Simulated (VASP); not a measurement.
# Ga (Cmce) in VASP: a series of runs

Ga is run at these levels: PBEsol; tasks: single point.

All numbers are computed with VASP 6.6.1; they aren't measurements. Logs are shortened: lines on timing, memory, paths and dates and some standing lists are left out, and cuts for length are marked.

## 1. The cell of the first run

The structure is orthorhombic, space group Cmce (No. 64). The conventional cell has a = 4.472 Å, b = 7.594 Å, c = 4.492 Å, α = 90.00°, β = 90.00°, γ = 90.00°. Within 3.3 Å of Ga (site symmetry m) lie 7 Ga at 2.48 to 2.76 Å.

## 2. Single point, PBEsol

Input file INCAR:

```
SYSTEM = Ga
PREC     = Accurate       ! precision mode
ENCUT    = 520            ! plane-wave cutoff, eV
EDIFF    = 1E-6           ! SCF threshold, eV
ISMEAR   = 0              ! smearing method
SIGMA    = 0.1            ! smearing width, eV
LREAL    = .False.        ! projectors in reciprocal space
LASPH    = .True.         ! aspherical terms in the spheres
NELM     = 100            ! most SCF steps
ALGO     = Normal         ! electronic algorithm
ISIF     = 2              ! what is computed and relaxed
LWAVE    = .False.        ! write WAVECAR
LCHARG   = .True.         ! write CHGCAR
GGA      = PS             ! functional
LELF     = .True.         ! ELF
LVHAR    = .True.       
NBANDS   = 62             ! bands
```

Input file KPOINTS:

```
Automatic mesh
0
Gamma
  8 6 8
  0 0 0
```

Input file POSCAR:

```
Ga
1.0
    4.4719583539      0.0000000000      0.0000000000
    0.0000000000      7.5936510331      0.0000000000
    0.0000000000      0.0000000000      4.4920572815
Ga
8
Direct
    0.5000000000      0.8440126790      0.4166400729
    0.5000000000      0.6559873210      0.9166400729
    0.5000000000      0.1559873210      0.5833599271
    0.5000000000      0.3440126790      0.0833599271
    0.0000000000      0.3440126790      0.4166400729
    0.0000000000      0.1559873210      0.9166400729
    0.0000000000      0.6559873210      0.5833599271
    0.0000000000      0.8440126790      0.0833599271
```

Potentials or basis: VASP PAW PBE potentials, release 64 (Ga_d).

Run with:

```bash
> cat potpaw_PBE.64/Ga_d/POTCAR > POTCAR
> mpirun -np 1 vasp_std > vasp.out
```

OUTCAR:

```text
SYSTEM = Ga
   PREC = Accurate
   ENCUT = 520
   EDIFF = 1E-6
   ISMEAR = 0
   LREAL = .False.
   LASPH = .True.
   NELM = 100
   ISIF = 2
   GGA = PS

 ion  position               nearest neighbor table
   1  0.500  0.844  0.417-   3 2.48   2 2.66   2 2.66   8 2.69   8 2.69   7 2.76   7 2.76
   2  0.500  0.656  0.917-   4 2.48   1 2.66   1 2.66   7 2.69   7 2.69   8 2.76   8 2.76
   3  0.500  0.156  0.583-   1 2.48   4 2.66   4 2.66   6 2.69   6 2.69   5 2.76   5 2.76
   4  0.500  0.344  0.083-   2 2.48   3 2.66   3 2.66   5 2.69   5 2.69   6 2.76   6 2.76
   5  0.000  0.344  0.417-   7 2.48   6 2.66   6 2.66   4 2.69   4 2.69   3 2.76   3 2.76
   6  0.000  0.156  0.917-   8 2.48   5 2.66   5 2.66   3 2.69   3 2.69   4 2.76   4 2.76
   7  0.000  0.656  0.583-   5 2.48   8 2.66   8 2.66   2 2.69   2 2.69   1 2.76   1 2.76
   8  0.000  0.844  0.083-   6 2.48   7 2.66   7 2.66   1 2.69   1 2.69   2 2.76   2 2.76

  LATTYP: Found a simple orthorhombic cell.
 ALAT       =     4.4719583539
 B/A-ratio  =     1.0044944353
 C/A-ratio  =     1.6980594255

  Lattice vectors:

 A1 = (  -4.4719583539,   0.0000000000,   0.0000000000)
 A2 = (   0.0000000000,   0.0000000000,   4.4920572815)
 A3 = (   0.0000000000,   7.5936510331,   0.0000000000)

Analysis of symmetry for initial positions (statically):
=====================================================================
 Subroutine PRICEL returns following result:

  LATTYP: Found a base centered orthorhombic cell.
 ALAT       =     4.4719583539
 B/A-ratio  =     1.6980594255
 C/A-ratio  =     1.0044944353

  Lattice vectors:

 A1 = (   2.2359791769,  -3.7968255165,   0.0000000000)
 A2 = (   2.2359791769,   3.7968255165,   0.0000000000)
 A3 = (   0.0000000000,   0.0000000000,   4.4920572815)

   2 primitive cells build up your supercell.

 Routine SETGRP: Setting up the symmetry group for a
 simple orthorhombic supercell.

 Subroutine GETGRP returns: Found  8 space group operations
 (whereof  4 operations were pure point group operations)
 out of a pool of  8 trial point group operations.

The static configuration has the point symmetry C_2h.
 The point group associated with its full space group is D_2h.

Analysis of symmetry for dynamics (positions and initial velocities):
=====================================================================
 Subroutine PRICEL returns following result:

  LATTYP: Found a base centered orthorhombic cell.
 ALAT       =     4.4719583539
 B/A-ratio  =     1.6980594255
 C/A-ratio  =     1.0044944353

  Lattice vectors:
[... 125 lines left out ...]
   ISIF   =      2    stress and relaxation
   ISYM   =      2    0-nonsym 1-usesym 2-fastsym
   POTIM  = 0.5000    time-step for ionic-motion
   TEBEG  =    0.0;   TEEND  =   0.0 temperature during run
   PSTRESS=    0.0 pullay stress
   NELECT =     104.0000    total number of electrons
   NUPDOWN=      -1.0000    fix difference up-down
   EMIN   =  10.00;   EMAX   =-10.00  energy-range for DOS
   EFERMI =   0.00;   METHOD = LEGACY
   ISMEAR =     0;   SIGMA  =   0.10  broadening in eV -4-tet -1-fermi 0-gaus
   EFERMI_NEDOS =   21; number of points for ismear=-14 and -15
   IALGO  =     38    algorithm
   IMIX   =      4    mixing-type and parameters
     AMIX     =   0.40;   BMIX     =  1.00
     AMIX_MAG =   1.60;   BMIX_MAG =  1.00
  volume/ion in A,a.u.               =      19.07       128.68
  Fermi-wavevector in a.u.,A,eV,Ry     =   1.440859  2.722828 28.246698  2.076074
  Thomas-Fermi vector in A             =   2.559556
   LORBIT       =      0    0 simple, 1 ext, 2 COOP (PROOUT), +10 PAW based schemes
   GGA     = PS    functional components
   LHFCALC =     F    Hartree Fock is set to
   AEXX    =    0.0000 exact exchange contribution
   IVDW    =     0    specifies the selected vdW correction
   LEPSILON=     F    determine dielectric tensor
   LRPA    =     F    only Hartree local field effects (RPA)
 non-spin polarized calculation
 Gauss-broadening in eV      SIGMA  =   0.10
  energy-cutoff  :      520.00
  volume of cell :      152.54
 maximum number of plane-waves:      4141
 NGX is ok and might be reduce to    36

 number of electron     103.9999915 magnetization

 Free energy of the ion-electron system (eV)
  ---------------------------------------------------
  ext. energy  EPLUGINS =         0.00000000
  ---------------------------------------------------
  free energy    TOTEN  =       -26.79970100 eV

  energy without entropy =      -26.79166766  energy(sigma->0) =      -26.79568433

 E-fermi :   5.1044     XC(G=0): -10.9366

 val. band max:        5.0868397247   @ k =   0.0000   0.0000   0.5000
 cond. band min:       5.1080783738   @ k =   0.0000   0.3333   0.3750
 fundamental gap:      0.0212386491
 Fermi energy:         5.1044224678

 k-point     1 :       0.0000    0.0000    0.0000
  band No.  band energies     occupation
      1     -10.0815      2.00000
      2     -10.0284      2.00000
      3     -10.0271      2.00000
      4     -10.0182      2.00000
      5     -10.0123      2.00000
      6      -9.9810      2.00000
[... 1549 lines left out ...]
     61       9.4706      0.00000
     62      10.0504      0.00000

 [... further k-points ...]

------------------------ aborting loop because EDIFF is reached ----------------------------------------

  FORCE on cell =-STRESS in cart. coord.  units (eV):
  Direction    XX          YY          ZZ          XY          YZ          ZX
  --------------------------------------------------------------------------------------
  -------------------------------------------------------------------------------------
  Total        0.0717395     -0.1345114      0.1672775      0.0000000     -0.0000000      0.0000000
  in kB        0.7534862     -1.4127851      1.7569297      0.0000000     -0.0000000      0.0000000
  external PRESSURE =       0.3658769 kB  Pullay stress =       0.0000000 kB

 VOLUME and BASIS-vectors are now :
 -----------------------------------------------------------------------------
  energy-cutoff  :      520.00
  volume of cell :      152.54
      direct lattice vectors                 reciprocal lattice vectors
     4.471958354  0.000000000  0.000000000     0.223615678  0.000000000  0.000000000
     0.000000000  7.593651033  0.000000000     0.000000000  0.131688959  0.000000000
     0.000000000  0.000000000  4.492057282     0.000000000  0.000000000  0.222615149

 POSITION                                       TOTAL-FORCE (eV/Angst)
 -----------------------------------------------------------------------------------
      2.23598      6.40914      1.87157         0.000000      0.047435      0.004047
      2.23598      4.98134      4.11760         0.000000     -0.047435      0.004047
      2.23598      1.18451      2.62049        -0.000000     -0.047435     -0.004047
      2.23598      2.61231      0.37446         0.000000      0.047435     -0.004047
      0.00000      2.61231      1.87157         0.000000      0.047435      0.004047
      0.00000      1.18451      4.11760         0.000000     -0.047435      0.004047
      0.00000      4.98134      2.62049         0.000000     -0.047435     -0.004047
      0.00000      6.40914      0.37446        -0.000000      0.047435     -0.004047
 -----------------------------------------------------------------------------------
    total drift:                                0.000000      0.000000     -0.000000

  FREE ENERGIE OF THE ION-ELECTRON SYSTEM (eV)
  ---------------------------------------------------
  free  energy   TOTEN  =       -26.7997009952 eV

  energy  without entropy=      -26.7916676575  energy(sigma->0) =      -26.79568433
```

OSZICAR:

```text
N       E                     dE             d eps       ncg     rms          rms(c)
DAV:   1     0.984119086460E+03    0.98412E+03   -0.48100E+04 12714   0.321E+03
DAV:   2     0.141616904606E+03   -0.84250E+03   -0.82460E+03 12400   0.737E+02
DAV:   3    -0.171413065199E+02   -0.15876E+03   -0.15460E+03 14278   0.214E+02
DAV:   4    -0.268508432496E+02   -0.97095E+01   -0.95248E+01 13744   0.553E+01
DAV:   5    -0.272000552226E+02   -0.34921E+00   -0.34832E+00 15154   0.115E+01    0.392E+00
DAV:   6    -0.268745329752E+02    0.32552E+00   -0.85617E-01 15350   0.910E+00    0.200E+00
DAV:   7    -0.268056623124E+02    0.68871E-01   -0.14956E-01 15588   0.292E+00    0.542E-01
DAV:   8    -0.267993994175E+02    0.62629E-02   -0.39373E-02 13504   0.161E+00    0.682E-02
DAV:   9    -0.267997130478E+02   -0.31363E-03   -0.40037E-03 13986   0.537E-01    0.443E-02
DAV:  10    -0.267997047025E+02    0.83453E-05   -0.14661E-03 14198   0.355E-01    0.153E-02
DAV:  11    -0.267996996932E+02    0.50093E-05   -0.27042E-04 14200   0.152E-01    0.868E-03
DAV:  12    -0.267997011043E+02   -0.14112E-05   -0.45315E-05 18816   0.446E-02    0.275E-03
DAV:  13    -0.267997009952E+02    0.10909E-06   -0.30868E-06  9512   0.130E-02
   1 F= -.26799701E+02 E0= -.26795684E+02  d E =-.803334E-02
```

stdout:

```text
POSCAR found type information on POSCAR Ga
 POSCAR found :  1 types and       8 ions
 scaLAPACK will be used
 -----------------------------------------------------------------------------
|                                                                             |
|                                                                             |
|     You enforced a specific xc type in the INCAR file but a different       |
|     I HOPE YOU KNOW WHAT YOU ARE DOING!                                     |
|                                                                             |
 -----------------------------------------------------------------------------

 LDA part: xc-table for (Slater+PW92), standard interpolation
 POSCAR, INCAR and KPOINTS ok, starting setup
 FFT: planning ... GRIDC
 FFT: planning ... GRID_SOFT
 FFT: planning ... GRID
 WAVECAR not read
 entering main loop
```

It took 12 min on 1 thread of Intel Xeon Platinum 8259CL at 2.50GHz (Skylake/Cascade Lake), shared host; peak memory 0.67 GiB.

What came out:

| Property | Result |
| --- | --- |
| Free energy | -26.7997 eV |
| Pressure | 0.0 GPa |
| Largest force | 0.048 eV/Å |
| Band gap on the k mesh | zero (band 52 reaches 5.40 eV, above the bottom of band 53 at 4.65 eV) |

Forces on the atoms (eV/Å):
```
Ga   0.000  0.047  0.004
Ga   0.000 -0.047  0.004
Ga   0.000 -0.047 -0.004
Ga   0.000  0.047 -0.004
Ga   0.000  0.047  0.004
Ga   0.000 -0.047  0.004
Ga   0.000 -0.047 -0.004
Ga   0.000  0.047 -0.004
```

Caveat: the PAW data sets were made with another functional, which shifts forces and pressure a little.

## 3. Single point, PBEsol

This run uses another cell than the first one: it holds 4 atoms, not 8.

INCAR, as its differences from that of step 2:

```diff
@@ -3,3 +3,3 @@
 ENCUT    = 520            ! plane-wave cutoff, eV
-EDIFF    = 1E-6           ! SCF threshold, eV
+EDIFF    = 1E-7           ! SCF threshold, eV
 ISMEAR   = 0              ! smearing method
@@ -12,6 +12,4 @@
 LWAVE    = .False.        ! write WAVECAR
-LCHARG   = .True.         ! write CHGCAR
+LCHARG   = .False.        ! write CHGCAR
 GGA      = PS             ! functional
-LELF     = .True.         ! ELF
-LVHAR    = .True.       
-NBANDS   = 62             ! bands
+NBANDS   = 34             ! bands
```

Input file KPOINTS:

```
Automatic mesh
0
Gamma
  12 12 10
  0 0 0
```

Input file POSCAR:

```
Ga
1.0
    2.2359791769     -3.7968255166      0.0000000000
    2.2359791769      3.7968255166      0.0000000000
    0.0000000000      0.0000000000      4.4920572815
Ga
4
Direct
    0.6559873210      0.3440126790      0.4166400729
    0.8440126790      0.1559873210      0.9166400729
    0.3440126790      0.6559873210      0.5833599271
    0.1559873210      0.8440126790      0.0833599271
```

Potentials or basis: VASP PAW PBE potentials, release 64 (Ga_d).

Run with:

```bash
> cat potpaw_PBE.64/Ga_d/POTCAR > POTCAR
> mpirun -np 1 vasp_std > vasp.out
```

Run time: 6.6 min. Hardware: 1 thread of AMD EPYC 9R45 (Zen 5), shared host; peak memory 0.52 GiB.

The run converged. Its results:

- Free energy: -13.4138 eV
- Pressure: 0.0 GPa
- Largest force: 0.006 eV/Å
- Band gap on the k mesh: zero (band 26 reaches 5.56 eV, above the bottom of band 27 at 4.17 eV)

Forces on the atoms (eV/Å):
```
Ga   0.000  0.005  0.003
Ga   0.000 -0.005  0.003
Ga   0.000 -0.005 -0.003
Ga   0.000  0.005 -0.003
```

Levels at points of the mesh, in eV from the Fermi level:
| k point | band 23 | band 24 | band 25 | band 26 | band 27 | band 28 | band 29 | band 30 |
| --- | --- | --- | --- | --- | --- | --- | --- | --- |
| (0.00, 0.00, 0.00) | -3.77 | -1.74 | -1.64 | -0.72 | 0.95 | 1.02 | 1.11 | 5.24 |
| (0.50, 0.00, 0.00) | -3.42 | -3.42 | -1.37 | -1.37 | 0.77 | 0.77 | 4.27 | 4.27 |
| (0.50, 0.50, 0.00) | -4.06 | -3.33 | -1.71 | -1.56 | 1.12 | 1.23 | 3.49 | 3.89 |
| (0.00, 0.00, 0.50) | -0.01 | -0.01 | 0.02 | 0.02 | 0.13 | 0.13 | 2.12 | 2.12 |
| (0.50, 0.00, 0.50) | -6.33 | -6.33 | -1.53 | -1.53 | 0.57 | 0.57 | 7.39 | 7.39 |
| (0.50, 0.50, 0.50) | -5.38 | -5.38 | -1.27 | -1.27 | -0.90 | -0.90 | 6.84 | 6.84 |

Caveat: the PAW data sets were made with another functional, which shifts forces and pressure a little.

## 4. Single point, PBEsol (strain along c alone, the other axes held: -4.0 %, then relaxed in part)

Input file INCAR:

```
ALGO     = Normal         # electronic algorithm
EDIFF    = 1E-7           # SCF threshold, eV
ENCUT    = 520            # plane-wave cutoff, eV
GGA      = PS             # functional
ISIF     = 2              # what is computed and relaxed
ISMEAR   = 0              # smearing method
LASPH    = T              # aspherical terms in the spheres
LCHARG   = T              # write CHGCAR
LELF     = T              # ELF
LREAL    = F              # projectors in reciprocal space
LVHAR    = T            
LWAVE    = F              # write WAVECAR
NBANDS   = 62             # bands
NELM     = 100            # most SCF steps
PREC     = Accurate       # precision mode
SIGMA    = 0.1            # smearing width, eV
```

Input file KPOINTS:

```
k-points
0
Gamma
  8 6 8
```

Input file POSCAR:

```
Ga
1.0
    4.4719583539      0.0000000000      0.0000000000
    0.0000000000      7.5936510331      0.0000000000
    0.0000000000      0.0000000000      4.3123749903
Ga
8
Direct
    0.5000000000      0.8456356137      0.4172202408
    0.5000000000      0.6543643863      0.9172202408
    0.5000000000      0.1543643863      0.5827797592
    0.5000000000      0.3456356137      0.0827797592
    0.0000000000      0.3456356137      0.4172202408
    0.0000000000      0.1543643863      0.9172202408
    0.0000000000      0.6543643863      0.5827797592
    0.0000000000      0.8456356137      0.0827797592
```

Run with:

```bash
> cat potpaw_PBE.64/Ga_d/POTCAR > POTCAR
> mpirun -np 1 vasp_std > vasp.out
```

Run time: 8.7 min. Hardware: 1 thread of AMD EPYC 9R45 (Zen 5), shared host; peak memory 0.62 GiB.

The run converged. Its results:

- Free energy: -26.7178 eV
- Pressure: 2.9 GPa
- Largest force: 0.008 eV/Å
- Band gap on the k mesh: zero (band 52 reaches 5.79 eV, above the bottom of band 53 at 4.94 eV)

Forces in eV/Å, atoms in the order of the input:
```
Ga   0.000  0.007  0.004
Ga   0.000 -0.007  0.004
Ga   0.000 -0.007 -0.004
Ga   0.000  0.007 -0.004
Ga   0.000  0.007  0.004
Ga   0.000 -0.007  0.004
Ga   0.000 -0.007 -0.004
Ga   0.000  0.007 -0.004
```

Stress tensor (GPa, compression positive):
```
2.95 0.00 0.00
0.00 1.42 0.00
0.00 0.00 4.25
```

Levels at points of the mesh, in eV from the Fermi level:
| k point | band 50 | band 51 | band 52 | band 53 | band 54 | band 55 |
| --- | --- | --- | --- | --- | --- | --- |
| (0.00, 0.00, 0.00) | -1.36 | -1.25 | -1.06 | 0.81 | 0.82 | 0.83 |
| (0.50, 0.00, 0.00) | -1.11 | 0.07 | 0.07 | 0.52 | 0.52 | 1.45 |
| (0.00, 0.50, 0.00) | -2.27 | -1.88 | -1.88 | 1.84 | 1.84 | 2.72 |
| (0.50, 0.50, 0.00) | -1.18 | -1.18 | -1.18 | 1.10 | 1.10 | 1.10 |
| (0.00, 0.00, 0.50) | -1.10 | -0.11 | -0.11 | -0.09 | -0.09 | -0.07 |
| (0.50, 0.00, 0.50) | -3.14 | -3.14 | -3.14 | 3.45 | 3.45 | 3.45 |
| (0.00, 0.50, 0.50) | -0.87 | -0.87 | -0.87 | -0.43 | -0.43 | -0.43 |
| (0.50, 0.50, 0.50) | -1.73 | -1.73 | -1.73 | 0.44 | 0.44 | 0.44 |

Caveat: the cell differs from its parent crystal (strain along c alone, the other axes held: -4.0 %, then relaxed in part); the PAW data sets were made with another functional, which shifts forces and pressure a little.

## 5. The runs side by side

```csv
cell,k mesh,gap on the mesh (eV),pressure (GPa),largest force (eV/Å)
"a = 4.472, b = 7.594, c = 4.492 Å, 8 atoms",8 × 6 × 8,none,0.0,0.05
"a = 4.406, b = 4.406, c = 4.492 Å, angles 90.0, 90.0, 119.0°, 4 atoms",12 × 12 × 10,none,0.0,0.01
"a = 4.472, b = 7.594, c = 4.312 Å, 8 atoms",8 × 6 × 8,none,2.9,0.01
```

Alike in all rows: task single point; level PBEsol; potentials or basis VASP PAW PBE potentials, release 64 (Ga_d); no spin polarisation; cutoff (eV) 520; smearing gaussian 0.1 eV.

Caveats: the PAW data sets were made with another functional, which shifts forces and pressure a little.

Absolute energies hang on the potentials; compare differences alone.
